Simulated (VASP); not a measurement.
# Ge (P-1) in VASP: single point with PBEsol

Aim: the single point of Ge with PBEsol.

All numbers are computed with VASP 6.6.1; they aren't measurements. Logs are shortened: lines on timing, memory, paths and dates and some standing lists are left out, and cuts for length are marked.

## 1. The cell of the first run

The typed cell holds 4 atoms: a = 3.998 Å, b = 4.050 Å, c = 6.601 Å, α = 90.62°, β = 91.71°, γ = 121.27°.

## 2. Single point, PBEsol (equal xy, yz and zx shear strains of -3 %)

INCAR

```
PREC = Accurate ; ENCUT = 520
EDIFF = 1E-7 ; ISMEAR = -1
SIGMA = 0.05 ; LREAL = False
LASPH = True ; NELM = 80
ALGO = Normal ; ISIF = 2
LWAVE = False ; LCHARG = False
GGA = PS ; NBANDS = 36
```

KPOINTS

```
Automatic mesh
0
Gamma
  11 11 6
```

POSCAR

```
Ge
1.0
    3.9975858431     -0.0599637876     -0.0599637876
   -2.0507230850      3.4919927878     -0.0219482696
   -0.0989906692     -0.0989906692      6.5993779500
Ge
4
Direct
    0.6666666667      0.3333333333      0.0629012500
    0.3333333333      0.6666666667      0.5629012500
    0.6666666667      0.3333333333      0.4370987500
    0.3333333333      0.6666666667      0.9370987500
```

Potentials or basis: VASP PAW PBE potentials, release 64 (Ge_d).

Command:

```bash
cat potpaw_PBE.64/Ge_d/POTCAR > POTCAR
mpirun -np 1 vasp_std > vasp.out
```

OUTCAR:

```text
PREC = Accurate
   ENCUT = 520
   EDIFF = 1E-7
   ISMEAR = -1
   LREAL = False
   LASPH = True
   NELM = 80
   ISIF = 2
   GGA = PS

 ion  position               nearest neighbor table
   1  0.667  0.333  0.063-   4 2.43   4 2.46   3 2.47   4 2.47
   2  0.333  0.667  0.563-   3 2.39   4 2.47   3 2.48   3 2.49
   3  0.667  0.333  0.437-   2 2.39   1 2.47   2 2.48   2 2.49
   4  0.333  0.667  0.937-   1 2.43   1 2.46   2 2.47   1 2.47

  LATTYP: Found a triclinic cell.
 ALAT       =     3.9466197235
 B/A-ratio  =     1.0131417463
 C/A-ratio  =     1.6725357662
 COS(alpha) =     0.0297616073
 COS(beta)  =     0.0411893907
 COS(gamma) =     0.4804578458

  Lattice vectors:

 A1 = (   1.9468627581,   3.4320290002,  -0.0819120572)
 A2 = (   3.9975858431,  -0.0599637876,  -0.0599637876)
 A3 = (   0.0989906692,   0.0989906692,  -6.5993779500)

Analysis of symmetry for initial positions (statically):
=====================================================================
 Subroutine PRICEL returns:
 Original cell was already a primitive cell.

 Routine SETGRP: Setting up the symmetry group for a
 triclinic supercell.

 Subroutine GETGRP returns: Found  2 space group operations
 (whereof  2 operations were pure point group operations)
 out of a pool of  2 trial point group operations.

The static configuration has the point symmetry S_2 .

Analysis of symmetry for dynamics (positions and initial velocities):
=====================================================================
 Subroutine PRICEL returns:
 Original cell was already a primitive cell.

 Routine SETGRP: Setting up the symmetry group for a
 triclinic supercell.

 Subroutine GETGRP returns: Found  2 space group operations
 (whereof  2 operations were pure point group operations)
 out of a pool of  2 trial point group operations.

The dynamic configuration has the point symmetry S_2 .

 Subroutine INISYM returns: Found  2 space group operations
 (whereof  2 operations are pure point group operations),
 and found     1 'primitive' translations

----------------------------------------------------------------------------------------

                                     Primitive cell

  volume of cell :      91.2711

  direct lattice vectors                    reciprocal lattice vectors
[... 82 lines left out ...]
   PREC   = accura    normal or accurate (medium, high low for compatibility)
   ISTART =      0    job   : 0-new  1-cont  2-samecut
   ICHARG =      2    charge: 1-file 2-atom 10-const
   ISPIN  =      1    spin polarized calculation?
   LNONCOLLINEAR =      F non collinear calculations
   LSORBIT =      F    spin-orbit coupling
   LASPH  =      T    aspherical Exc in radial PAW
   ENCUT  =  520.0 eV  38.22 Ry    6.18 a.u.   7.43  7.53 12.27*2*pi/ulx,y,z
   NELM   =     80;   NELMIN=  2; NELMDL= -5     # of ELM steps
   EDIFF  = 0.1E-06   stopping-criterion for ELM
   LREAL  =      F    real-space projection
   EDIFFG = 0.1E-05   stopping-criterion for IOM
   NSW    =      0    number of steps for IOM
   IBRION =     -1    ionic relax: 0-MD 1-quasi-New 2-CG
   NFREE  =      0    steps in history (QN), initial steepest desc. (CG)
   ISIF   =      2    stress and relaxation
   ISYM   =      2    0-nonsym 1-usesym 2-fastsym
   POTIM  = 0.5000    time-step for ionic-motion
   TEBEG  =    0.0;   TEEND  =   0.0 temperature during run
   PSTRESS=    0.0 pullay stress
   NELECT =      56.0000    total number of electrons
   NUPDOWN=      -1.0000    fix difference up-down
   EMIN   =  10.00;   EMAX   =-10.00  energy-range for DOS
   EFERMI =   0.00;   METHOD = LEGACY
   ISMEAR =    -1;   SIGMA  =   0.05  broadening in eV -4-tet -1-fermi 0-gaus
   EFERMI_NEDOS =   21; number of points for ismear=-14 and -15
   IALGO  =     38    algorithm
   IMIX   =      4    mixing-type and parameters
     AMIX     =   0.40;   BMIX     =  1.00
     AMIX_MAG =   1.60;   BMIX_MAG =  1.00
  volume/ion in A,a.u.               =      22.82       153.98
  Fermi-wavevector in a.u.,A,eV,Ry     =   1.391105  2.628807 26.329618  1.935172
  Thomas-Fermi vector in A             =   2.514976
   LORBIT       =      0    0 simple, 1 ext, 2 COOP (PROOUT), +10 PAW based schemes
   GGA     = PS    functional components
   LHFCALC =     F    Hartree Fock is set to
   AEXX    =    0.0000 exact exchange contribution
   IVDW    =     0    specifies the selected vdW correction
   LEPSILON=     F    determine dielectric tensor
   LRPA    =     F    only Hartree local field effects (RPA)
 non-spin polarized calculation
  energy-cutoff  :      520.00
  volume of cell :       91.27
 maximum number of plane-waves:      2481
 NGX is ok and might be reduce to    30
   NGX = 15   NGY = 15   NGZ = 25

 number of electron      56.0000019 magnetization

 Free energy of the ion-electron system (eV)
  ---------------------------------------------------
  ext. energy  EPLUGINS =         0.00000000
  ---------------------------------------------------
  free energy    TOTEN  =       -19.64159921 eV

  energy without entropy =      -19.64006476  energy(sigma->0) =      -19.64083198

 E-fermi :   4.8552     XC(G=0): -10.0876

 val. band max:        4.8435761516   @ k =   0.0000   0.0000   0.1667
 cond. band min:       4.8638096148   @ k =  -0.0909   0.0909   0.0000
 fundamental gap:      0.0202334632
 Fermi energy:         4.8551982594

 k-point     1 :       0.0000    0.0000    0.0000
  band No.  band energies     occupation
      1     -20.0217      2.00000
      2     -20.0012      2.00000
      3     -19.9844      2.00000
      4     -19.9625      2.00000
      5     -19.9574      2.00000
      6     -19.9574      2.00000
[... 925 lines left out ...]
     35      10.9251      0.00000
     36      11.8818      0.00000

 [... further k-points ...]
[... 5 lines left out ...]
  --------------------------------------------------------------------------------------
  -------------------------------------------------------------------------------------
  Total        0.0687520      0.0490304     -0.0785893      1.1687581      0.8258120      0.8272409
  in kB        1.2068774      0.8606833     -1.3795610     20.5164480     14.4963525     14.5214349
  external PRESSURE =       0.2293332 kB  Pullay stress =       0.0000000 kB

 VOLUME and BASIS-vectors are now :
 -----------------------------------------------------------------------------
  energy-cutoff  :      520.00
  volume of cell :       91.27
      direct lattice vectors                 reciprocal lattice vectors
     3.997585843 -0.059963788 -0.059963788     0.252465677  0.148301891  0.006011514
    -2.050723085  3.491992788 -0.021948270     0.004400733  0.288981489  0.004400733
    -0.098990669 -0.098990669  6.599377950     0.002308610  0.002308610  0.151598691

 POSITION                                       TOTAL-FORCE (eV/Angst)
 -----------------------------------------------------------------------------------
      1.97526      1.11780      0.36782        -0.053653      0.170917      0.006041
     -0.09034      2.25229      3.68018         0.423636      0.195126      0.026353
      1.93821      1.08075      2.83729        -0.423636     -0.195126     -0.026353
     -0.12738      2.21524      6.14965         0.053653     -0.170917     -0.006041
 -----------------------------------------------------------------------------------
    total drift:                               -0.000000      0.000000     -0.000000

  FREE ENERGIE OF THE ION-ELECTRON SYSTEM (eV)
  ---------------------------------------------------
  free  energy   TOTEN  =       -19.6415992078 eV

  energy  without entropy=      -19.6400647592  energy(sigma->0) =      -19.64083198
```

stdout:

```text
POSCAR found type information on POSCAR Ge
 POSCAR found :  1 types and       4 ions
 scaLAPACK will be used
 -----------------------------------------------------------------------------
|                                                                             |
|                                                                             |
|     You enforced a specific xc type in the INCAR file but a different       |
|     I HOPE YOU KNOW WHAT YOU ARE DOING!                                     |
|                                                                             |
 -----------------------------------------------------------------------------

 LDA part: xc-table for (Slater+PW92), standard interpolation
 POSCAR, INCAR and KPOINTS ok, starting setup
 FFT: planning ... GRIDC
 FFT: planning ... GRID_SOFT
 FFT: planning ... GRID
 WAVECAR not read
 entering main loop
```

It took 23 min on 1 thread of Oxide Virtual Turin-like, shared host; peak memory 0.79 GiB.

Results:

* Free energy: -19.6416 eV
* Pressure: 0.0 GPa
* Largest force: 0.467 eV/Å
* Band gap on the k mesh: zero (bands 28 and 29 overlap by 0.02 eV)

Forces on the atoms (eV/Å):
```
Ge  -0.054  0.171  0.006
Ge   0.424  0.195  0.026
Ge  -0.424 -0.195 -0.026
Ge   0.054 -0.171 -0.006
```

Caveat: the cell differs from its parent crystal (equal xy, yz and zx shear strains of -3 %); semilocal functionals underestimate gaps, so a narrow gap can read as zero; the PAW data sets were made with another functional, which shifts forces and pressure a little.
